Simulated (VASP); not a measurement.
Set up this calculation in VASP 6.6.1, as the native input.

| Quantity | Value |
| --- | --- |
| Task | single point |
| Functional | r2SCAN |
| Potentials or basis | VASP PAW PBE potentials, release 64 (B, As) |
| Cutoff | 520 eV |
| k mesh | 10 × 10 × 10 |
| Occupations | gaussian, width 0.05 eV |
| Spin | no spin polarisation |
| Dipole correction | no |
| Further INCAR settings | ALGO = Normal; EDIFF = 1e-07; NBANDS = 11 |

Crystal: BAs.

```
B As
1.0
     0.00000    2.38850    2.38850
     2.48404    0.00000    2.38850
     2.48404    2.38850    0.00000
B As
1 1
Direct
  0.00000 0.00000 0.00000
  0.75000 0.75000 0.75000
```

This cell differs from its parent crystal: strain +0.0400 x Voigt [1, 0, 0, 0, 0, 0].

One way to write it, as run:

POSCAR

```
BAs
1.0
    0.0000000000      2.3885000000      2.3885000000
    2.4840400000      0.0000000000      2.3885000000
    2.4840400000      2.3885000000      0.0000000000
B As
1 1
Direct
    0.0000000000      0.0000000000      0.0000000000
    0.7500000000      0.7500000000      0.7500000000
```

INCAR.step1

```
SYSTEM = BAs
ALGO = Normal ; EDIFF = 1E-4
ENCUT = 520 ; GGA = PE
ISMEAR = 0 ; LASPH = .True.
LCHARG = .False. ; LREAL = .False.
LWAVE = .True. ; NBANDS = 11
NELM = 60 ; PREC = Accurate
SIGMA = 0.05
```

INCAR.step2

```
SYSTEM = BAs
ALGO = Normal ; EDIFF = 1E-7
ENCUT = 520 ; ISIF = 2
ISMEAR = 0 ; ISTART = 1
LASPH = .True. ; LCHARG = .True.
LELF = .True. ; LMIXTAU = .True.
LREAL = .False. ; LVHAR = .True.
LWAVE = .False. ; METAGGA = R2SCAN
NBANDS = 11 ; NELM = 60
PREC = Accurate ; SIGMA = 0.05
```

KPOINTS

```
k-points
0
Gamma
  10 10 10
  0 0 0
```

Potentials or basis: VASP PAW PBE potentials, release 64 (B, As).

Command:

```bash
$ cat potpaw_PBE.64/B/POTCAR potpaw_PBE.64/As/POTCAR > POTCAR
$ cp INCAR.step1 INCAR
$ mpirun -np 1 vasp_std > vasp.out
$ cp INCAR.step2 INCAR
$ mpirun -np 1 vasp_std > vasp.out
```

It gave:

```yaml
Pressure: -4.4 GPa
Band_gap_on_the_k_mesh: 1.11 eV, indirect (least direct gap 3.18 eV)
```

Caveat: the cell differs from its parent crystal (strain +0.0400 x Voigt [1, 0, 0, 0, 0, 0]); the PAW data sets were made with another functional, which shifts forces and pressure a little.

Wall time 3.2 min on 1 thread of Intel(R) Xeon(R) Platinum 8375C CPU @ 2.90GHz (Ice Lake), with other jobs on the host, peak memory 0.18 GiB.
